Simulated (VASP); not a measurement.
Cu:

```
CELL_PARAMETERS angstrom
0.00000 1.80750 1.80750
1.80750 0.00000 1.80750
1.80750 1.80750 0.00000
ATOMIC_POSITIONS crystal
Cu 0.00000 0.00000 0.00000
```

| Item | Value |
| --- | --- |
| Program | VASP 6.6.1 |
| Task | relaxation of cell and atoms |
| Functional | PBEsol |
| Potentials or basis | VASP PAW PBE potentials, release 64 (Cu) |
| Cutoff | 600 eV |
| k mesh | 21 × 21 × 21 |
| Occupations | methfessel-paxton, width 0.05 eV |
| Spin | no spin polarisation |

At the start: pressure -5.8 GPa; volume 11.81 Å³/atom.

How do energy, volume and symmetry change on relaxing?

Over 3 steps the energy falls by 8.7 meV/atom and the volume is 11.35 Å³/atom (-3.9 %); space group Fm-3m (No. 225, to 0.1 Å) before and after.

The path:
| step | energy change (eV) | largest force (eV/Å) | pressure (GPa) | volume (Å³) |
| --- | --- | --- | --- | --- |
| 1 | 0.0000 | 0.0000 | -5.79 | 11.81 |
| 2 | -0.0054 | 0.0000 | 4.13 | 11.10 |
| 3 | -0.0087 | 0.0000 | -0.01 | 11.35 |

Final structure:
```
Cu
1.0
     0.00000    1.78395    1.78395
     1.78395    0.00000    1.78395
     1.78395    1.78395    0.00000
Cu
1
Direct
  0.00000 0.00000 0.00000
```

Caveat: the PAW data sets were made with another functional, which shifts forces and pressure a little.
